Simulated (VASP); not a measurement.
# CdSe (F-43m) in VASP: further runs, part 2 of 3

VASP 6.6.1. The steps go on from the part before.

**3. Relaxation of cell and atoms, PBEsol, target pressure 10 GPa, at which the enthalpy is minimised**

Input file INCAR:

```
SYSTEM = CdSe
PREC     = Accurate       ! precision mode
ENCUT    = 600            ! plane-wave cutoff, eV
EDIFF    = 1E-7           ! SCF threshold, eV
ISMEAR   = 0              ! smearing method
SIGMA    = 0.01           ! smearing width, eV
LREAL    = .False.        ! projectors in reciprocal space
LASPH    = .True.         ! aspherical terms in the spheres
NELM     = 100            ! most SCF steps
ALGO     = Normal         ! electronic algorithm
ISIF     = 3              ! what is computed and relaxed
LWAVE    = .False.        ! write WAVECAR
LCHARG   = .False.        ! write CHGCAR
GGA      = PS             ! functional
IBRION   = 2              ! ionic algorithm
NSW      = 100            ! ionic steps
EDIFFG   = -0.002         ! ionic threshold
PSTRESS  = 100.0
```

Input file KPOINTS:

```
regular mesh
0
Gamma
  6 6 6
  0 0 0
```

Input file POSCAR:

```
CdSe
1.0
    0.0000000000      3.0413255900      3.0413255900
    3.0413255900      0.0000000000      3.0413255900
    3.0413255900      3.0413255900      0.0000000000
Cd Se
1 1
Direct
    0.0000000000      0.0000000000      0.0000000000
    0.7500000000      0.7500000000      0.7500000000
```

Potentials or basis: VASP PAW PBE potentials, release 64 (Cd, Se).

Command:

```console
cat potpaw_PBE.64/Cd/POTCAR potpaw_PBE.64/Se/POTCAR > POTCAR
mpirun -np 1 vasp_std > vasp.out
```

OUTCAR:

```text
SYSTEM = CdSe
   PREC = Accurate
   ENCUT = 600
   EDIFF = 1E-7
   ISMEAR = 0
   LREAL = .False.
   LASPH = .True.
   NELM = 100
   ISIF = 3
   GGA = PS
   IBRION = 2
   NSW = 100
   EDIFFG = -0.002
   PSTRESS = 100.0

 ion  position               nearest neighbor table
   1  0.000  0.000  0.000-   2 2.63   2 2.63   2 2.63   2 2.63
   2  0.750  0.750  0.750-   1 2.63   1 2.63   1 2.63   1 2.63

  LATTYP: Found a face centered cubic cell.
 ALAT       =     6.0826511800

  Lattice vectors:

 A1 = (   0.0000000000,   3.0413255900,   3.0413255900)
 A2 = (   3.0413255900,   0.0000000000,   3.0413255900)
 A3 = (   3.0413255900,   3.0413255900,   0.0000000000)

Analysis of symmetry for initial positions (statically):
=====================================================================
 Subroutine PRICEL returns:
 Original cell was already a primitive cell.

 Routine SETGRP: Setting up the symmetry group for a
 face centered cubic supercell.

 Subroutine GETGRP returns: Found 24 space group operations
 (whereof 24 operations were pure point group operations)
 out of a pool of 48 trial point group operations.

The static configuration has the point symmetry T_d .

Analysis of symmetry for dynamics (positions and initial velocities):
=====================================================================
 Subroutine PRICEL returns:
 Original cell was already a primitive cell.

 Routine SETGRP: Setting up the symmetry group for a
 face centered cubic supercell.

 Subroutine GETGRP returns: Found 24 space group operations
 (whereof 24 operations were pure point group operations)
 out of a pool of 48 trial point group operations.

The dynamic configuration has the point symmetry T_d .

 Subroutine INISYM returns: Found 24 space group operations
 (whereof 24 operations are pure point group operations),
 and found     1 'primitive' translations

----------------------------------------------------------------------------------------

                                     Primitive cell

  volume of cell :      56.2625

  direct lattice vectors                    reciprocal lattice vectors
     0.000000000  3.041325590  3.041325590    -0.164401997  0.164401997  0.164401997
     3.041325590  0.000000000  3.041325590     0.164401997 -0.164401997  0.164401997
     3.041325590  3.041325590  0.000000000     0.164401997  0.164401997 -0.164401997

  length of vectors
     4.301083897  4.301083897  4.301083897     0.284752611  0.284752611  0.284752611

  position of ions in fractional coordinates (direct lattice)
     0.000000000  0.000000000  0.000000000
     0.750000000  0.750000000  0.750000000

  ion indices of the primitive-cell ions
   primitive index   ion index
                 1           1
                 2           2

----------------------------------------------------------------------------------------

 KPOINTS: regular mesh

Automatic generation of k-mesh.
 Grid dimensions read from file:
 generate k-points for:    6    6    6

 Generating k-lattice:

  Cartesian coordinates                     Fractional coordinates (reciprocal lattice)
    -0.027400333  0.027400333  0.027400333     0.166666667  0.000000000  0.000000000
     0.027400333 -0.027400333  0.027400333     0.000000000  0.166666667  0.000000000
     0.027400333  0.027400333 -0.027400333     0.000000000  0.000000000  0.166666667
[... 33 lines left out ...]
   dimension x,y,z NGX =    36 NGY =   36 NGZ =   36
   dimension x,y,z NGXF=    72 NGYF=   72 NGZF=   72
   ions per type =               1   1
   NGX,Y,Z   is equivalent  to a cutoff of  13.91, 13.91, 13.91 a.u.
   NGXF,Y,Z  is equivalent  to a cutoff of  27.83, 27.83, 27.83 a.u.
 SYSTEM =  CdSe
   PREC   = accura    normal or accurate (medium, high low for compatibility)
   ISTART =      0    job   : 0-new  1-cont  2-samecut
   ICHARG =      2    charge: 1-file 2-atom 10-const
   ISPIN  =      1    spin polarized calculation?
   LNONCOLLINEAR =      F non collinear calculations
   LSORBIT =      F    spin-orbit coupling
   LASPH  =      T    aspherical Exc in radial PAW
   ENCUT  =  600.0 eV  44.10 Ry    6.64 a.u.   8.59  8.59  8.59*2*pi/ulx,y,z
   NELM   =    100;   NELMIN=  2; NELMDL= -5     # of ELM steps
   EDIFF  = 0.1E-06   stopping-criterion for ELM
   LREAL  =      F    real-space projection
   EDIFFG = -.2E-02   stopping-criterion for IOM
   NSW    =    100    number of steps for IOM
   IBRION =      2    ionic relax: 0-MD 1-quasi-New 2-CG
   NFREE  =      1    steps in history (QN), initial steepest desc. (CG)
   ISIF   =      3    stress and relaxation
   ISYM   =      2    0-nonsym 1-usesym 2-fastsym
   POTIM  = 0.5000    time-step for ionic-motion
   TEBEG  =    0.0;   TEEND  =   0.0 temperature during run
   PSTRESS=  100.0 pullay stress
   NELECT =      18.0000    total number of electrons
   NUPDOWN=      -1.0000    fix difference up-down
   EMIN   =  10.00;   EMAX   =-10.00  energy-range for DOS
   EFERMI =   0.00;   METHOD = LEGACY
   ISMEAR =     0;   SIGMA  =   0.01  broadening in eV -4-tet -1-fermi 0-gaus
   EFERMI_NEDOS =   21; number of points for ismear=-14 and -15
   IALGO  =     38    algorithm
   IMIX   =      4    mixing-type and parameters
     AMIX     =   0.40;   BMIX     =  1.00
     AMIX_MAG =   1.60;   BMIX_MAG =  1.00
  volume/ion in A,a.u.               =      28.13       189.84
  Fermi-wavevector in a.u.,A,eV,Ry     =   1.119677  2.115883 17.057305  1.253677
  Thomas-Fermi vector in A             =   2.256318
   LORBIT       =      0    0 simple, 1 ext, 2 COOP (PROOUT), +10 PAW based schemes
   GGA     = PS    functional components
   LHFCALC =     F    Hartree Fock is set to
   AEXX    =    0.0000 exact exchange contribution
   IVDW    =     0    specifies the selected vdW correction
   LEPSILON=     F    determine dielectric tensor
   LRPA    =     F    only Hartree local field effects (RPA)
 conjugate gradient relaxation of ions
 non-spin polarized calculation
 Gauss-broadening in eV      SIGMA  =   0.01
  energy-cutoff  :      600.00
  volume of cell :       56.26
 maximum number of plane-waves:      1895
 NGX is ok and might be reduce to    36
   NGX = 17   NGY = 17   NGZ = 17

--------------------------------------- Ionic step        1  -------------------------------------------

 number of electron      17.9999999 magnetization

 Free energy of the ion-electron system (eV)
  ---------------------------------------------------
  ext. energy  EPLUGINS =         0.00000000
  ---------------------------------------------------
  free energy    TOTEN  =        -6.17249531 eV

  energy without entropy =       -6.17249531  energy(sigma->0) =       -6.17249531

------------------------ aborting loop because EDIFF is reached ----------------------------------------

  FORCE on cell =-STRESS in cart. coord.  units (eV):
  Direction    XX          YY          ZZ          XY          YZ          ZX
  --------------------------------------------------------------------------------------
  -------------------------------------------------------------------------------------
  Total        0.0980474      0.0980474      0.0980474      0.0000000      0.0000000      0.0000000
  in kB        2.7920791      2.7920791      2.7920791      0.0000000      0.0000000      0.0000000
  external PRESSURE =     -97.2079209 kB  Pullay stress =     100.0000000 kB
[... 25 lines left out ...]
--------------------------------------- Ionic step        2  -------------------------------------------

 number of electron      17.9999998 magnetization

 E-fermi :   3.3362     XC(G=0): -10.3254

 val. band max:        3.2811181918   @ k =   0.0000   0.0000   0.0000
 cond. band min:       4.2413405518   @ k =   0.0000   0.0000   0.0000
 fundamental gap:      0.9602223600
 Fermi energy:         3.3362476910

 k-point     1 :       0.0000    0.0000    0.0000
  band No.  band energies     occupation
      1     -11.2075      2.00000
      2      -5.9687      2.00000
      3      -5.9687      2.00000
      4      -5.9687      2.00000
      5      -5.2310      2.00000
      6      -5.2310      2.00000
      7       3.2811      2.00000
      8       3.2811      2.00000
      9       3.2811      2.00000
     10       4.2413      0.00000
     11       8.9698      0.00000
     12       8.9698      0.00000
     13       8.9698      0.00000
[... 427 lines left out ...]
--------------------------------------- Ionic step        7  -------------------------------------------

 number of electron      17.9999999 magnetization

 Free energy of the ion-electron system (eV)
  ---------------------------------------------------
  ext. energy  EPLUGINS =         0.00000000
  ---------------------------------------------------
  free energy    TOTEN  =        -5.97306717 eV

  energy without entropy =       -5.97306717  energy(sigma->0) =       -5.97306717

 E-fermi :   2.0629     XC(G=0):  -9.7176

 val. band max:        1.9785793573   @ k =   0.0000   0.0000   0.0000
 cond. band min:       2.7168445773   @ k =   0.0000   0.0000   0.0000
 fundamental gap:      0.7382652200
 Fermi energy:         2.0629002940

 k-point     1 :       0.0000    0.0000    0.0000
  band No.  band energies     occupation
      1     -11.5022      2.00000
      2      -6.5124      2.00000
      3      -6.5124      2.00000
      4      -6.5124      2.00000
      5      -5.9663      2.00000
      6      -5.9663      2.00000
      7       1.9786      2.00000
      8       1.9786      2.00000
      9       1.9786      2.00000
     10       2.7168      0.00000
     11       7.7860      0.00000
     12       7.7860      0.00000
     13       7.7860      0.00000
[... 271 lines left out ...]
  energy  without entropy=       -5.9730671733  energy(sigma->0) =       -5.97306717

  enthalpy is  TOTEN    =        -2.8985487278 eV   P V=        3.0745184454

 reached required accuracy - stopping structural energy minimisation
```

It took 2.4 min on 1 thread of Intel Xeon 8259CL, shared host; peak memory 0.22 GiB.

What came out:

| Quantity | Value |
| --- | --- |
| Free energy | -5.9731 eV |
| Relaxed volume | 24.63 Å³/atom |
| Relaxed cell | a = 4.115 Å, b = 4.115 Å, c = 4.115 Å, α = 60.00°, β = 60.00°, γ = 60.00° |
| Space group after relaxing (to 0.05 Å) | F-43m (No. 216) |
| Energy change on relaxing (the enthalpy is what falls) | +99.7 meV/atom |
| Ionic steps | 7 |
| Pressure after relaxing | 10.0 GPa |
| Band gap on the k mesh | 0.74 eV, direct |

The path:
| step | energy change (eV) | largest force (eV/Å) | pressure (GPa) | volume (Å³) |
| --- | --- | --- | --- | --- |
| 1 | 0.0000 | 0.0000 | 0.28 | 56.26 |
| 2 | 0.8122 | 0.0000 | 25.55 | 43.48 |
| 3 | 0.1906 | 0.0000 | 9.73 | 49.40 |
| 4 | 0.1986 | 0.0000 | 9.98 | 49.27 |
| 5 | 0.2070 | 0.0000 | 10.24 | 49.14 |
| 6 | 0.1922 | 0.0000 | 9.76 | 49.38 |
| 7 | 0.1994 | 0.0000 | 10.00 | 49.26 |

Final structure:
```xyz
2
Lattice="0.0000 2.9095 2.9095 2.9095 0.0000 2.9095 2.9095 2.9095 0.0000" Properties=species:S:1:pos:R:3 pbc="T T T"
Cd    0.0000    0.0000    0.0000
Se    4.3643    4.3643    4.3643
```

Caveat: the cell is relaxed towards a set pressure, so the enthalpy falls and the energy may rise; the PAW data sets were made with another functional, which shifts forces and pressure a little. A hybrid or GW would open this gap; PBEsol tends to underestimate it.

[end of part 2 of 3]
